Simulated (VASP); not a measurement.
# Cu2O (Pn-3m) in VASP: further runs, part 2 of 3

VASP 6.6.1. Earlier steps stand in the parts before.

## (3) Single point, r2SCAN+rVV10

This run uses another cell than the first one, of 12.62 Å³/atom.

Input file POSCAR:

```
Cu2O
1.0
    4.2307829331      0.0000000000      0.0000000000
    0.0000000000      4.2307829331      0.0000000000
    0.0000000000      0.0000000000      4.2307829331
Cu O
4 2
Direct
    0.2500000000      0.2500000000      0.2500000000
    0.2500000000      0.7500000000      0.7500000000
    0.7500000000      0.7500000000      0.2500000000
    0.7500000000      0.2500000000      0.7500000000
    0.0000000000      0.0000000000      0.0000000000
    0.5000000000      0.5000000000      0.5000000000
```

Input file INCAR.step1:

```
PREC = Accurate ; ENCUT = 660
ISMEAR = 0 ; SIGMA = 0.02
LREAL = F ; LASPH = T
NELM = 120 ; NBANDS = 37
GGA = PE ; ALGO = Normal
EDIFF = 1E-5 ; LWAVE = T
LCHARG = F ; GGA_COMPAT = F
```

Input file INCAR.step2:

```
PREC = Accurate ; ENCUT = 660
EDIFF = 1E-6 ; ISMEAR = 0
SIGMA = 0.02 ; LREAL = F
LASPH = T ; NELM = 120
ALGO = Normal ; ISIF = 2
LWAVE = F ; LCHARG = F
METAGGA = R2SCAN ; LMIXTAU = T
LUSE_VDW = T ; IVDW_NL = 2
BPARAM = 11.95 ; CPARAM = 0.0093
NBANDS = 37 ; ISTART = 1
GGA_COMPAT = F
```

Input file KPOINTS:

```
regular mesh
0
Gamma
  4 4 4
```

Potentials or basis: VASP PAW PBE potentials, release 64 (Cu, O).

Started as:

```
$ cat potpaw_PBE.64/Cu/POTCAR potpaw_PBE.64/O/POTCAR > POTCAR
$ cp INCAR.step1 INCAR
$ mpirun -np 1 vasp_std > vasp.out
$ cp INCAR.step2 INCAR
$ mpirun -np 1 vasp_std > vasp.out
```

OUTCAR:

```text
PREC = Accurate
   ENCUT = 660
   EDIFF = 1E-6
   ISMEAR = 0
   LREAL = F
   LASPH = T
   NELM = 120
   ISIF = 2
   METAGGA = R2SCAN
   IVDW_NL = 2
   BPARAM = 11.95
   ISTART = 1

 ion  position               nearest neighbor table
   1  0.250  0.250  0.250-   5 1.83   6 1.83
   2  0.250  0.750  0.750-   5 1.83   6 1.83
   3  0.750  0.750  0.250-   5 1.83   6 1.83
   4  0.750  0.250  0.750-   5 1.83   6 1.83
   5  0.000  0.000  0.000-   1 1.83   2 1.83   3 1.83   4 1.83
   6  0.500  0.500  0.500-   1 1.83   2 1.83   3 1.83   4 1.83
[... 594 lines left out ...]
  -------------------------------------------------------------------------------------
  Total        0.4786877      0.4786877      0.4786877     -0.0000000     -0.0000000      0.0000000
  in kB       10.1274621     10.1274621     10.1274621     -0.0000000     -0.0000000      0.0000000
  external PRESSURE =      10.1274621 kB  Pullay stress =       0.0000000 kB

 VOLUME and BASIS-vectors are now :
 -----------------------------------------------------------------------------
  energy-cutoff  :      660.00
  volume of cell :       75.73
      direct lattice vectors                 reciprocal lattice vectors
     4.230782933  0.000000000  0.000000000     0.236362871  0.000000000  0.000000000
     0.000000000  4.230782933  0.000000000     0.000000000  0.236362871  0.000000000
     0.000000000  0.000000000  4.230782933     0.000000000  0.000000000  0.236362871

 POSITION                                       TOTAL-FORCE (eV/Angst)
 -----------------------------------------------------------------------------------
      1.05770      1.05770      1.05770         0.000000     -0.000000     -0.000000
      1.05770      3.17309      3.17309        -0.000000     -0.000000     -0.000000
      3.17309      3.17309      1.05770        -0.000000      0.000000      0.000000
      3.17309      1.05770      3.17309         0.000000      0.000000      0.000000
      0.00000      0.00000      0.00000         0.000000     -0.000000      0.000000
      2.11539      2.11539      2.11539         0.000000     -0.000000     -0.000000
 -----------------------------------------------------------------------------------
    total drift:                                0.000000      0.000000      0.000000

  FREE ENERGIE OF THE ION-ELECTRON SYSTEM (eV)
  ---------------------------------------------------
  free  energy   TOTEN  =       -56.5528574767 eV

  energy  without entropy=      -56.5528574767  energy(sigma->0) =      -56.55285748
```

OUTCAR.step1:

```text
PREC = Accurate
   ENCUT = 660
   ISMEAR = 0
   LREAL = F
[... 622 lines left out ...]
      3.17309      3.17309      1.05770        -0.000000     -0.000000     -0.000000
      3.17309      1.05770      3.17309        -0.000000     -0.000000      0.000000
      0.00000      0.00000      0.00000         0.000000      0.000000      0.000000
      2.11539      2.11539      2.11539         0.000000      0.000000      0.000000
 -----------------------------------------------------------------------------------
    total drift:                                0.000000      0.000000      0.000000

  FREE ENERGIE OF THE ION-ELECTRON SYSTEM (eV)
  ---------------------------------------------------
  free  energy   TOTEN  =       -27.1944402208 eV

  energy  without entropy=      -27.1944402208  energy(sigma->0) =      -27.19444022
```

It took 4.5 min on 1 thread of Intel Xeon 8259CL, shared host; peak memory 0.4 GiB.

Results:

| Item | Value |
| --- | --- |
| Free energy | -56.5529 eV |
| Pressure | 1.0 GPa |
| Band gap on the k mesh | 0.80 eV |

Caveat: the PAW data sets were made with another functional, which shifts forces and pressure a little. r2SCAN opens gaps a little over a GGA but as a rule still falls short of measured ones.

## (4) Relaxation of cell and atoms, PBE+D4

This run uses another cell than the first one, of 12.88 Å³/atom.

Input file INCAR:

```
  ALGO = Normal
  EDIFF = 1E-7
  EDIFFG = -0.01
  ENCUT = 600
  GGA = PE
  GGA_COMPAT = False
  IBRION = 2
  ISIF = 3
  ISMEAR = 0
  IVDW = 13
  LASPH = True
  LCHARG = False
  LREAL = False
  LWAVE = False
  NELM = 120
  NELMIN = 4
  NSW = 80
  PREC = Accurate
  SIGMA = 0.02
```

Input file KPOINTS:

```
k-points
0
Gamma
  4 4 4
```

POSCAR, as its differences from that of step 3:

```diff
@@ -2,5 +2,5 @@
 1.0
-    4.2307829331      0.0000000000      0.0000000000
-    0.0000000000      4.2307829331      0.0000000000
-    0.0000000000      0.0000000000      4.2307829331
+    4.2600000000      0.0000000000      0.0000000000
+    0.0000000000      4.2600000000      0.0000000000
+    0.0000000000      0.0000000000      4.2600000000
 Cu O
```

Started as:

```
$ cat potpaw_PBE.64/Cu/POTCAR potpaw_PBE.64/O/POTCAR > POTCAR
$ mpirun -np 1 vasp_std > vasp.out
```

Wall time 95 s (1 thread of Intel Xeon 8259CL, shared host); peak memory 0.21 GiB.

Results (log left out):

```yaml
Free_energy: -29.2511 eV
Relaxed_volume: 12.93 Å³/atom
Relaxed_cell: a = 4.265 Å, b = 4.265 Å, c = 4.265 Å, α = 90.00°, β = 90.00°, γ = 90.00°
Space_group_after_relaxing_to_0.1_Å: Pn-3m (No. 224)
Energy_gained_by_relaxing: 0.0 meV/atom
Ionic_steps: 2
Pressure_after_relaxing: -0.1 GPa
Band_gap_on_the_k_mesh: 0.53 eV
Dispersion_energy_per_atom: -0.333 eV
```

Step by step:
| step | energy change (eV) | largest force (eV/Å) | pressure (GPa) | volume (Å³) |
| --- | --- | --- | --- | --- |
| 1 | 0.0000 | 0.0000 | 0.28 | 77.31 |
| 2 | -0.0001 | 0.0000 | -0.09 | 77.56 |

Final structure:
```
Cu O
1.0
     4.26458    0.00000    0.00000
     0.00000    4.26458    0.00000
     0.00000    0.00000    4.26458
Cu O
4 2
Direct
  0.25000 0.25000 0.25000
  0.25000 0.75000 0.75000
  0.75000 0.75000 0.25000
  0.75000 0.25000 0.75000
  0.00000 0.00000 0.00000
  0.50000 0.50000 0.50000
```

Levels at points of the mesh, in eV from the valence-band top:
```csv
k point,band 26,band 27,band 28,band 29,band 30,band 31
"(0.00, 0.00, 0.00)",0.00,0.00,0.00,0.53,1.26,1.26
"(0.50, 0.00, 0.00)",-1.19,-0.39,-0.39,2.26,2.26,4.24
"(0.50, 0.50, 0.00)",-1.21,-0.65,-0.65,1.92,1.92,3.85
"(0.50, 0.50, 0.50)",-0.57,-0.57,-0.57,2.46,2.46,2.46
```

Expect the measured gap to be larger: semilocal functionals such as PBE lack the derivative discontinuity. Zero-point motion and thermal expansion aren't in these numbers.

## (5) Relaxation of cell and atoms, PBE+D3(BJ)

This run uses another cell than the first one, of 12.88 Å³/atom.

Input file INCAR:

```
SYSTEM = Cu2O
  ALGO = Normal
  EDIFF = 1E-7
  EDIFFG = -0.01
  ENCUT = 600
  GGA = PE
  GGA_COMPAT = .FALSE.
  IBRION = 2
  ISIF = 3
  ISMEAR = 0
  IVDW = 12
  LASPH = .TRUE.
  LCHARG = .FALSE.
  LREAL = .FALSE.
  LWAVE = .FALSE.
  NELM = 120
  NELMIN = 4
  NSW = 80
  PREC = Accurate
  SIGMA = 0.02
```

Input file KPOINTS:

```
k-points
0
G
  4 4 4
  0 0 0
```

POSCAR is that of step 4.

Potentials or basis: VASP PAW PBE potentials, release 64 (Cu, O).

Started as:

```
$ cat potpaw_PBE.64/Cu/POTCAR potpaw_PBE.64/O/POTCAR > POTCAR
$ mpirun -np 1 vasp_std > vasp.out
```

OUTCAR:

```text
SYSTEM = Cu2O
   EDIFF = 1E-7
   EDIFFG = -0.01
   ENCUT = 600
   GGA = PE
   IBRION = 2
   ISIF = 3
   ISMEAR = 0
   IVDW = 12
   LASPH = .TRUE.
   LREAL = .FALSE.
   NELM = 120
   NELMIN = 4
   NSW = 80
   PREC = Accurate
 IVDW          = 12

 ion  position               nearest neighbor table
   1  0.250  0.250  0.250-   5 1.84   6 1.84
   2  0.250  0.750  0.750-   5 1.84   6 1.84
   3  0.750  0.750  0.250-   5 1.84   6 1.84
   4  0.750  0.250  0.750-   5 1.84   6 1.84
   5  0.000  0.000  0.000-   1 1.84   2 1.84   3 1.84   4 1.84
   6  0.500  0.500  0.500-   1 1.84   2 1.84   3 1.84   4 1.84

  LATTYP: Found a simple cubic cell.
 ALAT       =     4.2600000000

  Lattice vectors:

 A1 = (   4.2600000000,   0.0000000000,   0.0000000000)
 A2 = (   0.0000000000,   4.2600000000,   0.0000000000)
 A3 = (   0.0000000000,   0.0000000000,   4.2600000000)

Analysis of symmetry for initial positions (statically):
=====================================================================
 Subroutine PRICEL returns:
 Original cell was already a primitive cell.

 Routine SETGRP: Setting up the symmetry group for a
 simple cubic supercell.

 Subroutine GETGRP returns: Found 48 space group operations
 (whereof 24 operations were pure point group operations)
 out of a pool of 48 trial point group operations.

The static configuration has the point symmetry T_d .
 The point group associated with its full space group is O_h .

Analysis of symmetry for dynamics (positions and initial velocities):
=====================================================================
 Subroutine PRICEL returns:
 Original cell was already a primitive cell.

 Routine SETGRP: Setting up the symmetry group for a
 simple cubic supercell.

 Subroutine GETGRP returns: Found 48 space group operations
 (whereof 24 operations were pure point group operations)
 out of a pool of 48 trial point group operations.

The dynamic configuration has the point symmetry T_d .
 The point group associated with its full space group is O_h .

 Subroutine INISYM returns: Found 48 space group operations
 (whereof 24 operations are pure point group operations),
 and found     1 'primitive' translations

----------------------------------------------------------------------------------------

                                     Primitive cell

  volume of cell :      77.3088

  direct lattice vectors                    reciprocal lattice vectors
     4.260000000  0.000000000  0.000000000     0.234741784  0.000000000  0.000000000
     0.000000000  4.260000000  0.000000000     0.000000000  0.234741784  0.000000000
     0.000000000  0.000000000  4.260000000     0.000000000  0.000000000  0.234741784
[... 114 lines left out ...]
 NGX is ok and might be reduce to    36
   NGX = 17   NGY = 17   NGZ = 17

--------------------------------------- Ionic step        1  -------------------------------------------

 number of electron      55.9999977 magnetization

 Free energy of the ion-electron system (eV)
  ---------------------------------------------------
  ext. energy  EPLUGINS =         0.00000000
  ---------------------------------------------------
  free energy    TOTEN  =       -27.24724986 eV

  energy without entropy =      -27.24724986  energy(sigma->0) =      -27.24724986

------------------------ aborting loop because EDIFF is reached ----------------------------------------

 Edisp (eV)   -1.85151

 E8    (eV) :    -0.7458

  FORCE on cell =-STRESS in cart. coord.  units (eV):
  Direction    XX          YY          ZZ          XY          YZ          ZX
  --------------------------------------------------------------------------------------
  -------------------------------------------------------------------------------------
  Total       0.07673     0.07673     0.07673     0.00000    -0.00000     0.00000
  in kB       1.59022     1.59022     1.59022     0.00000    -0.00000     0.00000
  external pressure =        1.59 kB  Pullay stress =        0.00 kB

 VOLUME and BASIS-vectors are now :
 -----------------------------------------------------------------------------
  energy-cutoff  :      600.00
  volume of cell :       77.31
      direct lattice vectors                 reciprocal lattice vectors
     4.260000000  0.000000000  0.000000000     0.234741784  0.000000000  0.000000000
     0.000000000  4.260000000  0.000000000     0.000000000  0.234741784  0.000000000
     0.000000000  0.000000000  4.260000000     0.000000000  0.000000000  0.234741784

 POSITION                                       TOTAL-FORCE (eV/Angst)
 -----------------------------------------------------------------------------------
      1.06500      1.06500      1.06500        -0.000000     -0.000000     -0.000000
      1.06500      3.19500      3.19500         0.000000     -0.000000      0.000000
      3.19500      3.19500      1.06500        -0.000000      0.000000      0.000000
      3.19500      1.06500      3.19500         0.000000     -0.000000     -0.000000
      0.00000      0.00000      0.00000         0.000000      0.000000     -0.000000
      2.13000      2.13000      2.13000         0.000000      0.000000      0.000000
 -----------------------------------------------------------------------------------
    total drift:                                0.000000      0.000000      0.000000

  FREE ENERGIE OF THE ION-ELECTRON SYSTEM (eV)
  ---------------------------------------------------
  free  energy   TOTEN  =       -29.0987570020 eV

  energy  without entropy=      -29.0987570020  energy(sigma->0) =      -29.09875700

--------------------------------------- Ionic step        2  -------------------------------------------

 number of electron      55.9999975 magnetization

 Free energy of the ion-electron system (eV)
  ---------------------------------------------------
  ext. energy  EPLUGINS =         0.00000000
  ---------------------------------------------------
  free energy    TOTEN  =       -27.25079880 eV

  energy without entropy =      -27.25079880  energy(sigma->0) =      -27.25079880

 E-fermi :   4.8583     XC(G=0): -11.0346

 val. band max:        4.7593491501   @ k =   0.0000   0.0000   0.0000
 cond. band min:       5.2940198478   @ k =   0.0000   0.0000   0.0000
 fundamental gap:      0.5346706978
 Fermi energy:         4.8583328294

 k-point     1 :       0.0000    0.0000    0.0000
  band No.  band energies     occupation
      1     -15.3863      2.00000
      2     -14.6516      2.00000
      3      -2.4735      2.00000
      4      -2.4735      2.00000
      5      -2.4735      2.00000
      6      -0.0969      2.00000
[... 349 lines left out ...]
     32       9.6462      0.00000
     33       9.6462      0.00000

------------------------ aborting loop because EDIFF is reached ----------------------------------------

 Edisp (eV)   -1.84801

 E8    (eV) :    -0.7444

  FORCE on cell =-STRESS in cart. coord.  units (eV):
  Direction    XX          YY          ZZ          XY          YZ          ZX
  --------------------------------------------------------------------------------------
  -------------------------------------------------------------------------------------
  Total      -0.02876    -0.02876    -0.02876     0.00000     0.00000     0.00000
  in kB      -0.59489    -0.59489    -0.59489     0.00000     0.00000     0.00000
  external pressure =       -0.59 kB  Pullay stress =        0.00 kB

 VOLUME and BASIS-vectors are now :
 -----------------------------------------------------------------------------
  energy-cutoff  :      600.00
  volume of cell :       77.45
      direct lattice vectors                 reciprocal lattice vectors
     4.262628236 -0.000000000  0.000000000     0.234597048 -0.000000000  0.000000000
     0.000000000  4.262628236 -0.000000000     0.000000000  0.234597048  0.000000000
    -0.000000000 -0.000000000  4.262628236    -0.000000000  0.000000000  0.234597048

 POSITION                                       TOTAL-FORCE (eV/Angst)
 -----------------------------------------------------------------------------------
      1.06566      1.06566      1.06566        -0.000000     -0.000000     -0.000000
      1.06566      3.19697      3.19697         0.000000     -0.000000      0.000000
      3.19697      3.19697      1.06566         0.000000      0.000000      0.000000
      3.19697      1.06566      3.19697         0.000000     -0.000000     -0.000000
     -0.00000     -0.00000      4.26263        -0.000000      0.000000     -0.000000
      2.13131      2.13131      2.13131        -0.000000      0.000000     -0.000000
 -----------------------------------------------------------------------------------
    total drift:                                0.000000      0.000000      0.000000

  FREE ENERGIE OF THE ION-ELECTRON SYSTEM (eV)
  ---------------------------------------------------
  free  energy   TOTEN  =       -29.0988044710 eV

  energy  without entropy=      -29.0988044710  energy(sigma->0) =      -29.09880447

 reached required accuracy - stopping structural energy minimisation
```

Wall time 95 s (1 thread of Intel Xeon 8259CL, shared host); peak memory 0.22 GiB.

What came out:

```yaml
Free_energy: -29.0988 eV
Relaxed_volume: 12.91 Å³/atom
Relaxed_cell: a = 4.263 Å, b = 4.263 Å, c = 4.263 Å, α = 90.00°, β = 90.00°, γ = 90.00°
Space_group_after_relaxing_to_0.1_Å: Pn-3m (No. 224)
Energy_gained_by_relaxing: 0.0 meV/atom
Ionic_steps: 2
Pressure_after_relaxing: -0.1 GPa
Band_gap_on_the_k_mesh: 0.53 eV
Dispersion_energy_per_atom: -0.308 eV
```

Final structure:
```
Cu O
1.0
     4.26263    0.00000    0.00000
     0.00000    4.26263    0.00000
     0.00000    0.00000    4.26263
Cu O
4 2
Direct
  0.25000 0.25000 0.25000
  0.25000 0.75000 0.75000
  0.75000 0.75000 0.25000
  0.75000 0.25000 0.75000
  0.00000 0.00000 0.00000
  0.50000 0.50000 0.50000
```

Levels at points of the mesh, in eV from the valence-band top:
```tsv
k point	band 24	band 25	band 26	band 27	band 28	band 29	band 30	band 31	band 32	band 33
(0.00, 0.00, 0.00)	-1.57	-1.57	0.00	0.00	0.00	0.53	1.25	1.25	7.94	7.94
(0.50, 0.00, 0.00)	-1.68	-1.19	-1.19	-0.39	-0.39	2.26	2.26	4.24	4.24	7.42
(0.50, 0.50, 0.00)	-1.47	-1.21	-1.21	-0.65	-0.65	1.92	1.92	3.85	3.85	6.81
(0.50, 0.50, 0.50)	-1.63	-0.99	-0.57	-0.57	-0.57	2.46	2.46	2.46	4.89	4.89
```

## (6) Relaxation of cell and atoms, PBE

This run uses another cell than the first one, of 12.88 Å³/atom.

Input file INCAR:

```
PREC = Accurate
ENCUT = 600
EDIFF = 1E-7
ISMEAR = 0
SIGMA = 0.02
LREAL = False
LASPH = True
NELM = 120
ALGO = Normal
ISIF = 3
LWAVE = False
LCHARG = False
GGA = PE
IBRION = 2
NSW = 80
EDIFFG = -0.01
GGA_COMPAT = False
NELMIN = 4
```

Input file KPOINTS:

```
Automatic mesh
0
Gamma
  4 4 4
```

POSCAR is that of step 5.

Potentials or basis: VASP PAW PBE potentials, release 64 (Cu, O).

Started as:

```
$ cat potpaw_PBE.64/Cu/POTCAR potpaw_PBE.64/O/POTCAR > POTCAR
$ mpirun -np 1 vasp_std > vasp.out
```

Run time: 2.2 min. Hardware: 1 thread of Intel Xeon 8259CL, shared host; peak memory 0.22 GiB.

Results (log left out):

| Property | Result |
| --- | --- |
| Free energy | -27.2806 eV |
| Relaxed volume | 13.33 Å³/atom |
| Relaxed cell | a = 4.309 Å, b = 4.309 Å, c = 4.309 Å, α = 90.00°, β = 90.00°, γ = 90.00° |
| Space group after relaxing (to 0.1 Å) | Pn-3m (No. 224) |
| Energy gained by relaxing | 5.6 meV/atom |
| Ionic steps | 3 |
| Pressure after relaxing | 0.0 GPa |
| Band gap on the k mesh | 0.46 eV |

Step by step:
```
step  energy change (eV)  largest force (eV/Å)  pressure (GPa)  volume (Å³)
   1              0.0000                0.0000            4.08        77.31
   2             -0.0288                0.0000           -1.38        81.04
   3             -0.0333                0.0000            0.01        80.00
```

Final structure:
```cif
data_structure
_symmetry_space_group_name_H-M 'P 1'
_symmetry_Int_Tables_number 1
_cell_length_a 4.3089
_cell_length_b 4.3089
_cell_length_c 4.3089
_cell_angle_alpha 90.000
_cell_angle_beta 90.000
_cell_angle_gamma 90.000
_cell_volume 80.00
loop_
_atom_site_label
_atom_site_type_symbol
_atom_site_fract_x
_atom_site_fract_y
_atom_site_fract_z
_atom_site_occupancy
Cu1 Cu 0.25000 0.25000 0.25000 1
Cu2 Cu 0.25000 0.75000 0.75000 1
Cu3 Cu 0.75000 0.75000 0.25000 1
Cu4 Cu 0.75000 0.25000 0.75000 1
O1 O 0.00000 0.00000 0.00000 1
O2 O 0.50000 0.50000 0.50000 1
```

Levels at points of the mesh, in eV from the valence-band top:
```
           k point  band 26  band 27  band 28  band 29  band 30  band 31
(0.00, 0.00, 0.00)     0.00     0.00     0.00     0.46     1.36     1.36
(0.50, 0.00, 0.00)    -1.14    -0.37    -0.37     2.19     2.19     4.25
(0.50, 0.50, 0.00)    -1.15    -0.62    -0.62     1.90     1.90     3.79
(0.50, 0.50, 0.50)    -0.54    -0.54    -0.54     2.51     2.51     2.51
```

PBE usually gives volumes a little too large and moduli too small. Zero-point motion and thermal expansion aren't in these numbers.

[end of part 2 of 3]
